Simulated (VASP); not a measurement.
# LiBPt (P4/mmm) in VASP: notebook

The runs below take LiBPt through single point, relaxation of cell and atoms, with PBE.

Program: VASP 6.6.1. These are calculated values, not measurements. Logs are shortened: lines on timing, memory, paths and dates and some standing lists are left out, and cuts for length are marked.

## Step 1: The cell of the first run

Symmetry: P4/mmm, No. 123, tetragonal system. Conventional cell: a = 2.813 Å, b = 2.813 Å, c = 3.951 Å, α = 90.00°, β = 90.00°, γ = 90.00°. Within 2.6 Å of Li (site symmetry 4/mmm) lie 2 B at 1.98 Å. B (site symmetry 4/mmm) has 2 Li at 1.98 Å and 4 Pt at 1.99 Å within 2.6 Å. Pt (site symmetry 4/mmm) has 4 B at 1.99 Å within 2.6 Å.

The cell was built from a structure type or drawn by symmetry, and may not be a known phase.

## Step 2: Single point, PBE

Input file INCAR:

```
SYSTEM = LiBPt
  PREC = Accurate
  ENCUT = 520
  EDIFF = 1E-7
  ISMEAR = 0
  SIGMA = 0.1
  LREAL = .FALSE.
  LASPH = .TRUE.
  NELM = 80
  ALGO = Normal
  ISIF = 2
  LWAVE = .FALSE.
  LCHARG = .TRUE.
  GGA = PE
  LELF = .TRUE.
  LVHAR = .TRUE.
  NBANDS = 15
```

Input file KPOINTS:

```
regular mesh
0
G
  6 6 4
  0 0 0
```

Input file POSCAR:

```
LiBPt
1.0
    2.8125325400      0.0000000000      0.0000000000
    0.0000000000      2.8125325400      0.0000000000
    0.0000000000      0.0000000000      3.9507631400
Li B Pt
1 1 1
Direct
    0.5000000000      0.5000000000      0.5000000000
    0.5000000000      0.5000000000      0.0000000000
    0.0000000000      0.0000000000      0.0000000000
```

Potentials or basis: VASP PAW PBE potentials, release 64 (Li_sv, B, Pt).

Run with:

```sh
> cat potpaw_PBE.64/Li_sv/POTCAR potpaw_PBE.64/B/POTCAR potpaw_PBE.64/Pt/POTCAR > POTCAR
> mpirun -np 1 vasp_std > vasp.out
```

OUTCAR:

```text
SYSTEM = LiBPt
   PREC = Accurate
   ENCUT = 520
   EDIFF = 1E-7
   ISMEAR = 0
   LREAL = .FALSE.
   LASPH = .TRUE.
   NELM = 80
   ISIF = 2
   GGA = PE

 ion  position               nearest neighbor table
   1  0.500  0.500  0.500-   2 1.98   2 1.98   3 2.80   3 2.80   3 2.80   3 2.80   3 2.80   3 2.80
                             3 2.80   3 2.80
   2  0.500  0.500  0.000-   1 1.98   1 1.98   3 1.99   3 1.99   3 1.99   3 1.99
   3  0.000  0.000  0.000-   2 1.99   2 1.99   2 1.99   2 1.99   1 2.80   1 2.80   1 2.80   1 2.80
                             1 2.80   1 2.80   1 2.80   1 2.80

  LATTYP: Found a simple tetragonal cell.
 ALAT       =     2.8125325400
 C/A-ratio  =     1.4046995310

  Lattice vectors:

 A1 = (   2.8125325400,   0.0000000000,   0.0000000000)
 A2 = (   0.0000000000,   2.8125325400,   0.0000000000)
 A3 = (   0.0000000000,   0.0000000000,   3.9507631400)

Analysis of symmetry for initial positions (statically):
=====================================================================
 Subroutine PRICEL returns:
 Original cell was already a primitive cell.

 Routine SETGRP: Setting up the symmetry group for a
 simple tetragonal supercell.

 Subroutine GETGRP returns: Found 16 space group operations
 (whereof 16 operations were pure point group operations)
 out of a pool of 16 trial point group operations.

The static configuration has the point symmetry D_4h.

Analysis of symmetry for dynamics (positions and initial velocities):
=====================================================================
 Subroutine PRICEL returns:
 Original cell was already a primitive cell.

 Routine SETGRP: Setting up the symmetry group for a
 simple tetragonal supercell.

 Subroutine GETGRP returns: Found 16 space group operations
 (whereof 16 operations were pure point group operations)
 out of a pool of 16 trial point group operations.

The dynamic configuration has the point symmetry D_4h.

 Subroutine INISYM returns: Found 16 space group operations
 (whereof 16 operations are pure point group operations),
 and found     1 'primitive' translations

----------------------------------------------------------------------------------------

                                     Primitive cell

  volume of cell :      31.2519

  direct lattice vectors                    reciprocal lattice vectors
     2.812532540  0.000000000  0.000000000     0.355551442  0.000000000  0.000000000
     0.000000000  2.812532540  0.000000000     0.000000000  0.355551442  0.000000000
     0.000000000  0.000000000  3.950763140     0.000000000  0.000000000  0.253115655

  length of vectors
     2.812532540  2.812532540  3.950763140     0.355551442  0.355551442  0.253115655

  position of ions in fractional coordinates (direct lattice)
     0.500000000  0.500000000  0.500000000
     0.500000000  0.500000000  0.000000000
     0.000000000  0.000000000  0.000000000

  ion indices of the primitive-cell ions
   primitive index   ion index
                 1           1
                 2           2
                 3           3

----------------------------------------------------------------------------------------

 KPOINTS: regular mesh

Automatic generation of k-mesh.
 Grid dimensions read from file:
 generate k-points for:    6    6    4

 Generating k-lattice:

  Cartesian coordinates                     Fractional coordinates (reciprocal lattice)
     0.059258574  0.000000000  0.000000000     0.166666667  0.000000000  0.000000000
     0.000000000  0.059258574  0.000000000     0.000000000  0.166666667  0.000000000
     0.000000000  0.000000000  0.063278914     0.000000000  0.000000000  0.250000000

  Length of vectors
     0.059258574  0.059258574  0.063278914

  Shift w.r.t. Gamma in fractional coordinates (k-lattice)
     0.000000000  0.000000000  0.000000000

 Subroutine IBZKPT returns following result:
 ===========================================

 Found     30 irreducible k-points:

 Following reciprocal coordinates:
            Coordinates               Weight
  0.000000  0.000000  0.000000      1.000000
  0.166667  0.000000  0.000000      4.000000
  0.333333  0.000000  0.000000      4.000000
  0.500000  0.000000  0.000000      2.000000
  0.166667  0.166667  0.000000      4.000000
  0.333333  0.166667  0.000000      8.000000
[... 16 lines left out ...]
  0.333333  0.000000  0.500000      4.000000
  0.500000  0.000000  0.500000      2.000000
 [... further k-points ...]
   k-points           NKPTS =     30   k-points in BZ     NKDIM =     30   number of bands    NBANDS=     15
   number of dos      NEDOS =    301   number of ions     NIONS =      3
   total plane-waves  NPLWV =  17280
   dimension x,y,z NGX =    24 NGY =   24 NGZ =   30
   dimension x,y,z NGXF=    48 NGYF=   48 NGZF=   60
   ions per type =               1   1   1
   NGX,Y,Z   is equivalent  to a cutoff of  14.19, 14.19, 12.62 a.u.
   NGXF,Y,Z  is equivalent  to a cutoff of  28.37, 28.37, 25.25 a.u.
 SYSTEM =  LiBPt
   PREC   = accura    normal or accurate (medium, high low for compatibility)
   ISTART =      0    job   : 0-new  1-cont  2-samecut
   ICHARG =      2    charge: 1-file 2-atom 10-const
   ISPIN  =      1    spin polarized calculation?
   LNONCOLLINEAR =      F non collinear calculations
   LSORBIT =      F    spin-orbit coupling
   LASPH  =      T    aspherical Exc in radial PAW
   ENCUT  =  520.0 eV  38.22 Ry    6.18 a.u.   5.23  5.23  7.35*2*pi/ulx,y,z
   NELM   =     80;   NELMIN=  2; NELMDL= -5     # of ELM steps
   EDIFF  = 0.1E-06   stopping-criterion for ELM
   LREAL  =      F    real-space projection
   EDIFFG = 0.1E-05   stopping-criterion for IOM
   NSW    =      0    number of steps for IOM
   IBRION =     -1    ionic relax: 0-MD 1-quasi-New 2-CG
   NFREE  =      0    steps in history (QN), initial steepest desc. (CG)
   ISIF   =      2    stress and relaxation
   ISYM   =      2    0-nonsym 1-usesym 2-fastsym
   POTIM  = 0.5000    time-step for ionic-motion
   TEBEG  =    0.0;   TEEND  =   0.0 temperature during run
   PSTRESS=    0.0 pullay stress
   NELECT =      16.0000    total number of electrons
   NUPDOWN=      -1.0000    fix difference up-down
   EMIN   =  10.00;   EMAX   =-10.00  energy-range for DOS
   EFERMI =   0.00;   METHOD = LEGACY
   ISMEAR =     0;   SIGMA  =   0.10  broadening in eV -4-tet -1-fermi 0-gaus
   EFERMI_NEDOS =   21; number of points for ismear=-14 and -15
   IALGO  =     38    algorithm
   IMIX   =      4    mixing-type and parameters
     AMIX     =   0.40;   BMIX     =  1.00
     AMIX_MAG =   1.60;   BMIX_MAG =  1.00
  volume/ion in A,a.u.               =      10.42        70.30
  Fermi-wavevector in a.u.,A,eV,Ry     =   1.309653  2.474885 23.336577  1.715190
  Thomas-Fermi vector in A             =   2.440237
   LORBIT       =      0    0 simple, 1 ext, 2 COOP (PROOUT), +10 PAW based schemes
   GGA     = PE    functional components
   LHFCALC =     F    Hartree Fock is set to
   AEXX    =    0.0000 exact exchange contribution
   IVDW    =     0    specifies the selected vdW correction
   LEPSILON=     F    determine dielectric tensor
   LRPA    =     F    only Hartree local field effects (RPA)
 non-spin polarized calculation
 Gauss-broadening in eV      SIGMA  =   0.10
  energy-cutoff  :      520.00
  volume of cell :       31.25
 maximum number of plane-waves:       888
 NGX is ok and might be reduce to    24
   NGX = 11   NGY = 11   NGZ = 15

 number of electron      16.0000002 magnetization

 Free energy of the ion-electron system (eV)
  ---------------------------------------------------
  ext. energy  EPLUGINS =         0.00000000
  ---------------------------------------------------
  free energy    TOTEN  =       -13.74734547 eV

  energy without entropy =      -13.74281259  energy(sigma->0) =      -13.74507903

 E-fermi :   9.0006     XC(G=0): -11.6804

 val. band max:        8.9319677379   @ k =   0.1667   0.0000   0.0000
 cond. band min:       9.0269128077   @ k =   0.5000   0.1667   0.5000
 fundamental gap:      0.0949450697
 Fermi energy:         9.0006463069

 k-point     1 :       0.0000    0.0000    0.0000
  band No.  band energies     occupation
      1     -37.3125      2.00000
      2      -4.4758      2.00000
      3       1.1668      2.00000
      4       3.1477      2.00000
      5       4.7241      2.00000
      6       4.9119      2.00000
      7       5.5177      2.00000
      8       5.5177      2.00000
      9       9.7764      0.00000
     10       9.7764      0.00000
     11      15.5536      0.00000
     12      21.2588      0.00000
     13      21.2588      0.00000
     14      21.2966      0.00000
     15      21.7663      0.00000

 k-point     2 :       0.1667    0.0000    0.0000
  band No.  band energies     occupation
      1     -37.3081      2.00000
      2      -3.8645      2.00000
      3       1.3259      2.00000
      4       3.2172      2.00000
      5       3.3136      2.00000
      6       3.3517      2.00000
      7       5.6000      2.00000
      8       7.3695      2.00000
      9       8.9320      1.66858
     10      12.2855      0.00000
     11      15.6526      0.00000
     12      18.6235      0.00000
     13      19.9230      0.00000
     14      21.7889      0.00000
     15      22.7689      0.00000

 k-point     3 :       0.3333    0.0000    0.0000
  band No.  band energies     occupation
      1     -37.2992      2.00000
      2      -2.4023      2.00000
      3       1.3916      2.00000
      4       1.5981      2.00000
      5       1.9535      2.00000
      6       3.7066      2.00000
      7       5.7702      2.00000
      8       7.7884      2.00000
      9       9.8267      0.00000
     10      15.5775      0.00000
     11      16.6134      0.00000
     12      16.6223      0.00000
     13      16.6320      0.00000
     14      22.6041      0.00000
     15      23.2436      0.00000
[... 343 lines left out ...]
 k-point    23 :       0.3333    0.0000    0.5000
  band No.  band energies     occupation
      1     -37.2994      2.00000
      2      -2.3194      2.00000
      3       1.4042      2.00000
      4       1.6263      2.00000
      5       1.7604      2.00000
      6       5.3784      2.00000
      7       5.6506      2.00000
      8       7.1304      2.00000
      9       8.3019      2.00000
     10      13.0041      0.00000
     11      17.0392      0.00000
     12      18.0567      0.00000
     13      20.8634      0.00000
     14      21.3602      0.00000
     15      21.8952      0.00000

 k-point    24 :       0.5000    0.0000    0.5000
  band No.  band energies     occupation
      1     -37.2952      2.00000
      2      -1.2065      2.00000
      3       0.9595      2.00000
      4       0.9886      2.00000
      5       1.3792      2.00000
      6       5.6452      2.00000
      7       5.7583      2.00000
      8       7.6269      2.00000
      9       8.1305      2.00000
     10      12.4708      0.00000
     11      18.5680      0.00000
     12      20.0277      0.00000
     13      20.1328      0.00000
     14      20.5368      0.00000
     15      21.3142      0.00000

 [... further k-points ...]
[... 5 lines left out ...]
  --------------------------------------------------------------------------------------
  -------------------------------------------------------------------------------------
  Total       13.6013857     13.6013857      5.8955863      0.0000000      0.0000000      0.0000000
  in kB      697.2967375    697.2967375    302.2466361      0.0000000      0.0000000      0.0000000
  external PRESSURE =     565.6133704 kB  Pullay stress =       0.0000000 kB

 VOLUME and BASIS-vectors are now :
 -----------------------------------------------------------------------------
  energy-cutoff  :      520.00
  volume of cell :       31.25
      direct lattice vectors                 reciprocal lattice vectors
     2.812532540  0.000000000  0.000000000     0.355551442  0.000000000  0.000000000
     0.000000000  2.812532540  0.000000000     0.000000000  0.355551442  0.000000000
     0.000000000  0.000000000  3.950763140     0.000000000  0.000000000  0.253115655

 POSITION                                       TOTAL-FORCE (eV/Angst)
 -----------------------------------------------------------------------------------
      1.40627      1.40627      1.97538         0.000000      0.000000      0.000000
      1.40627      1.40627      0.00000         0.000000      0.000000      0.000000
      0.00000      0.00000      0.00000         0.000000      0.000000      0.000000
 -----------------------------------------------------------------------------------
    total drift:                                0.000000      0.000000      0.000000

  FREE ENERGIE OF THE ION-ELECTRON SYSTEM (eV)
  ---------------------------------------------------
  free  energy   TOTEN  =       -13.7473454654 eV

  energy  without entropy=      -13.7428125917  energy(sigma->0) =      -13.74507903
```

Run time: 6.7 s. Hardware: 1 thread of Intel Xeon 6975P-C (Granite Rapids), shared host; peak memory 0.15 GiB.

Results:

```
Free energy            : -13.7473 eV
Band gap on the k mesh : zero (bands 8 and 9 overlap by 1.87 eV)
```

Caveat: the k points lie up to 0.40 Å⁻¹ apart, too coarse for converged energies and pressures of a metal; the cutoff is under 1.25 times the usual one of these potentials, so pressure, stress and relaxed cells hold a basis-set (Pulay) error; spin-orbit coupling is left out, which moves the levels of the heavy elements.

## Step 3: Single point, PBE

This run uses another cell than the first one, of 13.99 Å³/atom.

Input file INCAR:

```
SYSTEM = LiBPt
PREC     = Accurate       ! precision mode
ENCUT    = 520            ! plane-wave cutoff, eV
EDIFF    = 1E-6           ! SCF threshold, eV
ISMEAR   = 0              ! smearing method
SIGMA    = 0.1            ! smearing width, eV
LREAL    = .FALSE.        ! projectors in reciprocal space
LASPH    = .TRUE.         ! aspherical terms in the spheres
NELM     = 100            ! most SCF steps
ALGO     = Normal         ! electronic algorithm
ISIF     = 2              ! what is computed and relaxed
LWAVE    = .FALSE.        ! write WAVECAR
LCHARG   = .FALSE.        ! write CHGCAR
GGA      = PE             ! functional
NBANDS   = 15             ! bands
```

Input file KPOINTS:

```
Automatic mesh
0
G
  6 6 4
  0 0 0
```

Input file POSCAR:

```
LiBPt
1.0
    3.0412801697      0.0000000000      0.0000000000
    0.0000000000      3.0412801697      0.0000000000
    0.0000000000      0.0000000000      4.5389262138
Li B Pt
1 1 1
Direct
    0.5000000000      0.5000000000      0.5000000000
    0.5000000000      0.5000000000      0.0000000000
    0.0000000000      0.0000000000      0.0000000000
```

Potentials or basis: VASP PAW PBE potentials, release 64 (Li_sv, B, Pt).

Run with:

```sh
> cat potpaw_PBE.64/Li_sv/POTCAR potpaw_PBE.64/B/POTCAR potpaw_PBE.64/Pt/POTCAR > POTCAR
> mpirun -np 1 vasp_std > vasp.out
```

Wall time 6.2 s (1 thread of Intel Xeon 6975P-C (Granite Rapids), shared host); peak memory 0.16 GiB.

Results (log left out):

* Free energy: -15.1067 eV
* Band gap on the k mesh: zero (bands 8 and 9 overlap by 1.24 eV)

Levels at points of the mesh, in eV from the Fermi level:
| k point | band 4 | band 5 | band 6 | band 7 | band 8 | band 9 | band 10 | band 11 | band 12 | band 13 |
| --- | --- | --- | --- | --- | --- | --- | --- | --- | --- | --- |
| (0.00, 0.00, 0.00) | -4.37 | -3.24 | -3.17 | -2.73 | -2.73 | 1.16 | 1.16 | 4.18 | 9.68 | 9.74 |
| (0.50, 0.00, 0.00) | -6.12 | -5.59 | -3.69 | -2.51 | -1.30 | 2.43 | 4.35 | 5.18 | 5.30 | 8.63 |
| (0.50, 0.50, 0.00) | -4.09 | -3.05 | -3.05 | -2.96 | -1.49 | -0.19 | 1.94 | 3.70 | 5.12 | 5.12 |
| (0.00, 0.00, 0.50) | -4.28 | -3.31 | -3.24 | -2.80 | -2.80 | 1.28 | 1.28 | 4.14 | 9.02 | 10.13 |
| (0.50, 0.00, 0.50) | -6.11 | -5.70 | -2.77 | -2.55 | -1.01 | -0.39 | 2.52 | 7.89 | 8.81 | 9.12 |
| (0.50, 0.50, 0.50) | -4.35 | -2.74 | -2.74 | -2.57 | -1.49 | 0.19 | 2.76 | 3.44 | 4.69 | 5.08 |

Caveat: the cutoff is under 1.25 times the usual one of these potentials, so pressure, stress and relaxed cells hold a basis-set (Pulay) error; spin-orbit coupling is left out, which moves the levels of the heavy elements.

## Step 4: Relaxation of cell and atoms, PBE

Input file INCAR:

```
PREC = Accurate ; ENCUT = 600
EDIFF = 1E-7 ; ISMEAR = 0
SIGMA = 0.1 ; LREAL = F
LASPH = T ; NELM = 100
ALGO = Normal ; ISIF = 3
LWAVE = F ; LCHARG = F
GGA = PE ; IBRION = 2
NSW = 90 ; EDIFFG = -0.04
```

Input file KPOINTS:

```
regular mesh
0
Gamma
  6 6 4
```

Input file POSCAR:

```
LiBPt
1.0
    2.8125325400      0.0000000000      0.0000000000
    0.0000000000      2.8125325400      0.0000000000
    0.0000000000      0.0000000000      3.9507631400
Li B Pt
1 1 1
Direct
    0.5000000000      0.5000000000      0.5000000000
    0.5000000000      0.5000000000      0.0000000000
    0.0000000000      0.0000000000      0.0000000000
```

Run with:

```sh
> cat potpaw_PBE.64/Li_sv/POTCAR potpaw_PBE.64/B/POTCAR potpaw_PBE.64/Pt/POTCAR > POTCAR
> mpirun -np 1 vasp_std > vasp.out
```

Wall time 41 s (1 thread of Intel Xeon 6975P-C (Granite Rapids), shared host); peak memory 0.16 GiB.

The run converged. Its results:

| Property | Result |
| --- | --- |
| Free energy | -15.0983 eV |
| Relaxed volume | 14.03 Å³/atom |
| Relaxed cell | a = 3.041 Å, b = 3.041 Å, c = 4.549 Å, α = 90.00°, β = 90.00°, γ = 90.00° |
| Space group after relaxing (to 0.1 Å) | P4/mmm (No. 123) |
| Energy gained by relaxing | 449.8 meV/atom |
| Ionic steps | 11 |
| Pressure after relaxing | 0.0 GPa |
| Band gap on the k mesh | zero (bands 8 and 9 overlap by 1.24 eV) |

Stress tensor (GPa, compression positive):
```
 0.04  0.00  0.00
 0.00  0.04  0.00
 0.00  0.00 -0.11
```

Step by step:
| step | energy change (eV) | largest force (eV/Å) | pressure (GPa) | volume (Å³) |
| --- | --- | --- | --- | --- |
| 1 | 0.0000 | 0.0000 | 56.55 | 31.25 |
| 2 | 0.0894 | 0.0000 | -19.42 | 50.81 |
| 3 | -1.1519 | 0.0000 | 0.63 | 39.07 |
| 4 | -1.1565 | 0.0000 | 2.30 | 38.63 |
| 5 | -1.1568 | 0.0000 | 3.04 | 38.45 |
| 6 | -1.3134 | 0.0000 | 1.23 | 40.35 |
| 7 | -1.3483 | 0.0000 | 0.51 | 41.64 |
| 8 | -1.3493 | 0.0000 | 0.41 | 41.90 |
| 9 | -1.3493 | 0.0000 | 0.39 | 41.96 |
| 10 | -1.3492 | 0.0000 | -0.49 | 42.23 |
| 11 | -1.3495 | 0.0000 | -0.01 | 42.08 |

Final structure:
```xyz
3
Lattice="3.0415 0.0000 0.0000 0.0000 3.0415 0.0000 0.0000 0.0000 4.5490" Properties=species:S:1:pos:R:3 pbc="T T T"
Li    1.5207    1.5207    2.2745
B     1.5207    1.5207    4.5490
Pt    0.0000    0.0000    4.5490
```

Levels at points of the mesh, in eV from the Fermi level:
| k point | band 5 | band 6 | band 7 | band 8 | band 9 | band 10 | band 11 | band 12 |
| --- | --- | --- | --- | --- | --- | --- | --- | --- |
| (0.00, 0.00, 0.00) | -3.24 | -3.17 | -2.73 | -2.73 | 1.17 | 1.17 | 4.14 | 9.68 |
| (0.50, 0.00, 0.00) | -5.59 | -3.69 | -2.51 | -1.30 | 2.43 | 4.33 | 5.17 | 5.26 |
| (0.50, 0.50, 0.00) | -3.04 | -3.04 | -2.96 | -1.49 | -0.18 | 1.94 | 3.70 | 5.10 |
| (0.00, 0.00, 0.50) | -3.31 | -3.24 | -2.80 | -2.80 | 1.28 | 1.28 | 4.12 | 9.00 |
| (0.50, 0.00, 0.50) | -5.69 | -2.78 | -2.54 | -1.01 | -0.39 | 2.52 | 7.87 | 8.81 |
| (0.50, 0.50, 0.50) | -2.74 | -2.74 | -2.58 | -1.49 | 0.19 | 2.75 | 3.44 | 4.69 |

Caveat: the k points lie up to 0.35 Å⁻¹ apart in the final cell, too coarse for converged energies and pressures of a metal; the cutoff is under 1.25 times the usual one of these potentials, so pressure, stress and relaxed cells hold a basis-set (Pulay) error; the volume moved by over 15 % at a fixed basis, so the end points are rough; spin-orbit coupling is left out, which moves the levels of the heavy elements.

(Part 1 of 2 ends here.)
